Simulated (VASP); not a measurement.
# BAs (Pm-3m) in VASP: notebook, part 2 of 2

VASP 6.6.1. The steps go on from the part before.

### Step 4. Single point, PBEsol-based screened hybrid

This run uses another cell than the first one, of 11.72 Å³/atom, 0.907 times its volume.

The input, POSCAR:

```
BAs
1.0
    2.8621568296      0.0000000000      0.0000000000
    0.0000000000      2.8621568296      0.0000000000
    0.0000000000      0.0000000000      2.8621568296
B As
1 1
Direct
    0.5000000000      0.5000000000      0.5000000000
    0.0000000000      0.0000000000      0.0000000000
```

The input, INCAR.step1:

```
  PREC = Accurate
  ENCUT = 520
  EDIFF = 1E-5
  ISMEAR = -1
  SIGMA = 0.05
  LREAL = False
  LASPH = True
  NELM = 60
  ALGO = Normal
  ISIF = 2
  LWAVE = True
  LCHARG = False
  GGA = PE
  NBANDS = 11
```

The input, INCAR.step2:

```
  PREC = Accurate
  ENCUT = 520
  EDIFF = 1E-6
  ISMEAR = -1
  SIGMA = 0.05
  LREAL = False
  LASPH = True
  NELM = 60
  ALGO = Normal
  ISIF = 2
  LWAVE = False
  LCHARG = False
  GGA = PS
  LHFCALC = True
  AEXX = 0.25
  HFSCREEN = 0.207
  PRECFOCK = Normal
  ISTART = 1
  NBANDS = 11
```

The input, KPOINTS:

```
Automatic mesh
0
Gamma
  5 5 5
```

Potentials or basis: VASP PAW PBE potentials, release 64 (B, As).

The run is started by

```sh
> cat potpaw_PBE.64/B/POTCAR potpaw_PBE.64/As/POTCAR > POTCAR
> cp INCAR.step1 INCAR
> mpirun -np 1 vasp_std > vasp.out
> cp INCAR.step2 INCAR
> mpirun -np 1 vasp_std > vasp.out
```

OUTCAR:

```text
PREC = Accurate
   ENCUT = 520
   EDIFF = 1E-6
   ISMEAR = -1
   LREAL = False
   LASPH = True
   NELM = 60
   ISIF = 2
   GGA = PS
   LHFCALC = True
   AEXX = 0.25
   HFSCREEN = 0.207
   PRECFOCK = Normal
   ISTART = 1

 ion  position               nearest neighbor table
   1  0.500  0.500  0.500-   2 2.48   2 2.48   2 2.48   2 2.48   2 2.48   2 2.48   2 2.48   2 2.48

   2  0.000  0.000  0.000-   1 2.48   1 2.48   1 2.48   1 2.48   1 2.48   1 2.48   1 2.48   1 2.48

  LATTYP: Found a simple cubic cell.
 ALAT       =     2.8621568296

  Lattice vectors:

 A1 = (   2.8621568296,   0.0000000000,   0.0000000000)
 A2 = (   0.0000000000,   2.8621568296,   0.0000000000)
 A3 = (   0.0000000000,   0.0000000000,   2.8621568296)

Analysis of symmetry for initial positions (statically):
=====================================================================
 Subroutine PRICEL returns:
 Original cell was already a primitive cell.

 Routine SETGRP: Setting up the symmetry group for a
 simple cubic supercell.

 Subroutine GETGRP returns: Found 48 space group operations
 (whereof 48 operations were pure point group operations)
 out of a pool of 48 trial point group operations.

The static configuration has the point symmetry O_h .

Analysis of symmetry for dynamics (positions and initial velocities):
=====================================================================
 Subroutine PRICEL returns:
 Original cell was already a primitive cell.

 Routine SETGRP: Setting up the symmetry group for a
 simple cubic supercell.

 Subroutine GETGRP returns: Found 48 space group operations
 (whereof 48 operations were pure point group operations)
 out of a pool of 48 trial point group operations.

The dynamic configuration has the point symmetry O_h .

 Subroutine INISYM returns: Found 48 space group operations
 (whereof 48 operations are pure point group operations),
[... 113 lines left out ...]
   AEXX    =    0.2500 exact exchange contribution
   HFSCREEN=    0.2070 screening length (either q_TF or 0.3 A-1)
   HFSCREENC=   0.2070 screening length for correlation (either q_TF or 0.3 A-1)
   ENCUTFOCK=  -1.0 apply spherical cutoff to Coloumb kernel
   IVDW    =     0    specifies the selected vdW correction
   LEPSILON=     F    determine dielectric tensor
   LRPA    =     F    only Hartree local field effects (RPA)
 non-spin polarized calculation
  energy-cutoff  :      520.00
  volume of cell :       23.45
 maximum number of plane-waves:       655
 NGX is ok and might be reduce to    24
  NGX = 16; NGY = 16; NGZ = 16

 number of electron       8.0000001 magnetization

 Free energy of the ion-electron system (eV)
  ---------------------------------------------------
  ext. energy  EPLUGINS =         0.00000000
  ---------------------------------------------------
  free energy    TOTEN  =       -10.29356360 eV

  energy without entropy =      -10.29135197  energy(sigma->0) =      -10.29245778

 E-fermi :   8.2095     XC(G=0):  -9.6814

 val. band max:        7.9854070113   @ k =   0.4000   0.4000   0.2000
 cond. band min:       8.3984562990   @ k =   0.2000   0.2000   0.0000
 fundamental gap:      0.4130492877
 Fermi energy:         8.2094853337

 k-point     1 :       0.0000    0.0000    0.0000
  band No.  band energies     occupation
      1     -10.5448      2.00000
      2       6.7838      2.00000
      3       6.7838      2.00000
      4       6.7839      2.00000
      5       8.5827      0.00114
      6      13.9238      0.00000
      7      13.9238      0.00000
      8      19.2761      0.00000
      9      19.2761      0.00000
     10      19.2761      0.00000
     11      28.5989      0.00000
[... 113 lines left out ...]
 k-point    10 :       0.4000    0.4000    0.4000
  band No.  band energies     occupation
      1      -2.0132      2.00000
      2       2.1641      2.00000
      3       3.2239      2.00000
      4       3.2239      2.00000
      5       5.9255      2.00000
      6       7.3577      2.00000
      7       7.3577      2.00000
      8      10.4132      0.00000
      9      27.8881      0.00000
     10      28.8465      0.00000
     11      28.8465      0.00000

------------------------ aborting loop because EDIFF is reached ----------------------------------------

  FORCE on cell =-STRESS in cart. coord.  units (eV):
  Direction    XX          YY          ZZ          XY          YZ          ZX
  --------------------------------------------------------------------------------------
  -------------------------------------------------------------------------------------
  Total       -0.0311525     -0.0311525     -0.0311525      0.0000000      0.0000000     -0.0000000
  in kB       -2.1287424     -2.1287424     -2.1287424      0.0000000      0.0000000     -0.0000000
  external PRESSURE =      -2.1287424 kB  Pullay stress =       0.0000000 kB

 VOLUME and BASIS-vectors are now :
 -----------------------------------------------------------------------------
  energy-cutoff  :      520.00
  volume of cell :       23.45
      direct lattice vectors                 reciprocal lattice vectors
     2.862156830  0.000000000  0.000000000     0.349386864  0.000000000  0.000000000
     0.000000000  2.862156830  0.000000000     0.000000000  0.349386864  0.000000000
     0.000000000  0.000000000  2.862156830     0.000000000  0.000000000  0.349386864

 POSITION                                       TOTAL-FORCE (eV/Angst)
 -----------------------------------------------------------------------------------
      1.43108      1.43108      1.43108         0.000000      0.000000      0.000000
      0.00000      0.00000      0.00000         0.000000      0.000000      0.000000
 -----------------------------------------------------------------------------------
    total drift:                               -0.000001      0.000003     -0.000003

  FREE ENERGIE OF THE ION-ELECTRON SYSTEM (eV)
  ---------------------------------------------------
  free  energy   TOTEN  =       -10.2935635996 eV

  energy  without entropy=      -10.2913519654  energy(sigma->0) =      -10.29245778
```

OUTCAR.step1:

```text
PREC = Accurate
   ENCUT = 520
   EDIFF = 1E-5
   ISMEAR = -1
   LREAL = False
[... 346 lines left out ...]
      1.43108      1.43108      1.43108         0.000000      0.000000      0.000000
      0.00000      0.00000      0.00000         0.000000      0.000000      0.000000
 -----------------------------------------------------------------------------------
    total drift:                                0.000000      0.000000     -0.000000

  FREE ENERGIE OF THE ION-ELECTRON SYSTEM (eV)
  ---------------------------------------------------
  free  energy   TOTEN  =        -8.2956698931 eV

  energy  without entropy=       -8.2913969217  energy(sigma->0) =       -8.29353341
```

Run time: 67 s. Hardware: 1 thread of Intel Xeon Platinum 8559C (Emerald Rapids), shared host; peak memory 0.24 GiB.

What came out:

```
Free energy            : -10.2936 eV
Pressure               : -0.2 GPa
Band gap on the k mesh : zero (band 4 reaches 9.95 eV, above the bottom of band 5 at 5.93 eV)
```

Caveat: the k points lie up to 0.44 Å⁻¹ apart; the PAW data sets were made with another functional, which shifts forces and pressure a little.

### Step 5. Single point, PBEsol

The input, INCAR:

```
SYSTEM = BAs
PREC = Accurate
ENCUT = 520
EDIFF = 1E-7
ISMEAR = 0
SIGMA = 0.1
LREAL = .False.
LASPH = .True.
NELM = 60
ALGO = Normal
ISIF = 2
LWAVE = .False.
LCHARG = .False.
GGA = PS
NBANDS = 11
```

The input, KPOINTS:

```
regular mesh
0
Gamma
  8 8 8
  0 0 0
```

The input, POSCAR:

```
BAs
1.0
    2.9570103300      0.0000000000      0.0000000000
    0.0000000000      2.9570103300      0.0000000000
    0.0000000000      0.0000000000      2.9570103300
B As
1 1
Direct
    0.5000000000      0.5000000000      0.5000000000
    0.0000000000      0.0000000000      0.0000000000
```

Potentials or basis: VASP PAW PBE potentials, release 64 (B, As).

The run is started by

```sh
> cat potpaw_PBE.64/B/POTCAR potpaw_PBE.64/As/POTCAR > POTCAR
> mpirun -np 1 vasp_std > vasp.out
```

OUTCAR:

```text
SYSTEM = BAs
   PREC = Accurate
   ENCUT = 520
   EDIFF = 1E-7
   ISMEAR = 0
   LREAL = .False.
   LASPH = .True.
   NELM = 60
   ISIF = 2
   GGA = PS

 ion  position               nearest neighbor table
   1  0.500  0.500  0.500-
   2  0.000  0.000  0.000-

  LATTYP: Found a simple cubic cell.
 ALAT       =     2.9570103300

  Lattice vectors:

 A1 = (   2.9570103300,   0.0000000000,   0.0000000000)
 A2 = (   0.0000000000,   2.9570103300,   0.0000000000)
 A3 = (   0.0000000000,   0.0000000000,   2.9570103300)

Analysis of symmetry for initial positions (statically):
=====================================================================
 Subroutine PRICEL returns:
 Original cell was already a primitive cell.

 Routine SETGRP: Setting up the symmetry group for a
 simple cubic supercell.

 Subroutine GETGRP returns: Found 48 space group operations
 (whereof 48 operations were pure point group operations)
 out of a pool of 48 trial point group operations.

The static configuration has the point symmetry O_h .

Analysis of symmetry for dynamics (positions and initial velocities):
=====================================================================
[... 163 lines left out ...]
 fundamental gap:      0.1364304972
 Fermi energy:         6.9228050466

 k-point     1 :       0.0000    0.0000    0.0000
  band No.  band energies     occupation
      1      -8.7118      2.00000
      2       6.0077      2.00000
      3       6.0077      2.00000
      4       6.0077      2.00000
      5       6.4305      2.00000
      6      12.4523      0.00000
      7      12.4523      0.00000
      8      15.9237      0.00000
      9      15.9237      0.00000
     10      15.9237      0.00000
     11      25.5219      0.00000
[... 309 lines left out ...]
 k-point    24 :       0.5000    0.3750    0.1250
  band No.  band energies     occupation
      1      -3.5600      2.00000
      2      -0.6986      2.00000
      3       1.7137      2.00000
      4       3.1866      2.00000
      5       9.3258      0.00000
      6       9.5124      0.00000
      7      12.7017      0.00000
      8      12.9804      0.00000
      9      20.0520      0.00000
     10      20.3849      0.00000
     11      21.8519      0.00000

 [... further k-points ...]
[... 5 lines left out ...]
  --------------------------------------------------------------------------------------
  -------------------------------------------------------------------------------------
  Total       -1.0276424     -1.0276424     -1.0276424      0.0000000      0.0000000      0.0000000
  in kB      -63.6786848    -63.6786848    -63.6786848      0.0000000      0.0000000      0.0000000
  external PRESSURE =     -63.6786848 kB  Pullay stress =       0.0000000 kB

 VOLUME and BASIS-vectors are now :
 -----------------------------------------------------------------------------
  energy-cutoff  :      520.00
  volume of cell :       25.86
      direct lattice vectors                 reciprocal lattice vectors
     2.957010330  0.000000000  0.000000000     0.338179407  0.000000000  0.000000000
     0.000000000  2.957010330  0.000000000     0.000000000  0.338179407  0.000000000
     0.000000000  0.000000000  2.957010330     0.000000000  0.000000000  0.338179407

 POSITION                                       TOTAL-FORCE (eV/Angst)
 -----------------------------------------------------------------------------------
      1.47851      1.47851      1.47851         0.000000      0.000000      0.000000
      0.00000      0.00000      0.00000         0.000000      0.000000      0.000000
 -----------------------------------------------------------------------------------
    total drift:                                0.000000      0.000000     -0.000000

  FREE ENERGIE OF THE ION-ELECTRON SYSTEM (eV)
  ---------------------------------------------------
  free  energy   TOTEN  =        -9.1847154864 eV

  energy  without entropy=       -9.1778698795  energy(sigma->0) =       -9.18129268
```

It took 6.4 s on 1 thread of Intel Xeon 8259CL, shared host; peak memory 0.14 GiB.

Results:

* Free energy: -9.1847 eV
* Pressure: -6.4 GPa
* Band gap on the k mesh: zero (band 4 reaches 9.66 eV, above the bottom of band 5 at 4.29 eV)

Levels at points of the mesh, in eV from the Fermi level:
```csv
k point,band 1,band 2,band 3,band 4,band 5,band 6,band 7,band 8,band 9
"(0.00, 0.00, 0.00)",-15.63,-0.92,-0.92,-0.92,-0.49,5.53,5.53,9.00,9.00
"(0.50, 0.00, 0.00)",-12.77,-9.95,2.74,2.74,3.05,3.05,3.17,4.31,8.76
"(0.50, 0.50, 0.00)",-9.92,-6.76,-6.76,-5.47,4.00,4.85,6.93,6.93,11.91
"(0.50, 0.50, 0.50)",-7.50,-3.11,-3.11,-3.11,-2.64,-1.98,-1.98,-1.98,19.02
```

Caveat: the PAW data sets were made with another functional, which shifts forces and pressure a little.

### Step 6. Summary

| task | level | cell | k mesh | cutoff (eV) | smearing | grid for exact exchange (PRECFOCK) | share of exact exchange | screening parameter | gap on the mesh (eV) | pressure (GPa) | relaxed volume (Å³/atom) |
| --- | --- | --- | --- | --- | --- | --- | --- | --- | --- | --- | --- |
| relaxation of cell and atoms | PBE-based screened hybrid | relaxed from a = 2.957 Å, 2 atoms | 5 × 5 × 5 | 600 | fermi-dirac 0.05 eV | Normal | 0.25 | 0.3 1/Å | none | 0.0 | 11.96 |
| relaxation of cell and atoms | PBEsol-based screened hybrid | relaxed from a = 2.957 Å, 2 atoms | 5 × 5 × 5 | 600 | fermi-dirac 0.05 eV | Normal | 0.25 | 0.207 1/Å | none | 0.0 | 11.70 |
| single point | PBEsol-based screened hybrid | a = 2.862 Å, 2 atoms | 5 × 5 × 5 | 520 | fermi-dirac 0.05 eV | Normal | 0.25 | 0.207 1/Å | none | -0.2 | - |
| single point | PBEsol | a = 2.957 Å, 2 atoms | 8 × 8 × 8 | 520 | gaussian 0.1 eV | - | - | - | none | -6.4 | - |

Alike in all rows: potentials or basis VASP PAW PBE potentials, release 64 (B, As); no spin polarisation.

Caveats: some runs use coarse meshes; the PAW data sets were made with another functional, which shifts forces and pressure a little.

Absolute energies hang on the potentials; compare differences alone.
